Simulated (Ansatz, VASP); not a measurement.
**Two plane-wave programs on InSe**

```
CELL_PARAMETERS angstrom
2.07508 1.19805 7.85436
-2.07508 1.19805 7.85436
0.00000 -2.39609 7.85436
ATOMIC_POSITIONS crystal
In 0.00005 0.00005 0.00005
In 0.11218 0.11218 0.11218
Se 0.61514 0.61514 0.61514
Se 0.83034 0.83034 0.83034
```

Alike in both runs: task single point; functional PBE; dispersion D3(BJ); k mesh 12 × 12 × 12; occupations gaussian, width 0.03 eV; no spin polarisation.

```csv
,VASP,Ansatz
version,VASP 6.6.1,Ansatz 0.2.0
potentials or method,"VASP PAW PBE potentials, release 64 (In_d, Se), cutoff 520 eV","scalar-relativistic, plane waves, PAW"
valence electrons in the cell,38,58
```

Ansatz gave:

```
gap on the k mesh at the Fermi level (eV)                     : 0.14
least direct gap on the mesh (eV)                             : 0.26
pressure (GPa)                                                : 0.1
traceless stress, the component that is largest in VASP (GPa) : 3.97
rms of the force components (eV/Å)                            : 0.409
```

Question: Estimate VASP's values.

Answer: gap on the k mesh at the Fermi level (eV): 0.14; least direct gap on the mesh (eV): 0.27; pressure (GPa): 0.2; traceless stress, the component that is largest in VASP (GPa): 3.96; rms of the force components (eV/Å): 0.404.

Atom by atom the forces differ by 0.008 eV/Å (rms over components). VASP's potentials hold 38 valence electrons a cell and Ansatz's 58, so a difference there can come from the potentials and not from the codes.
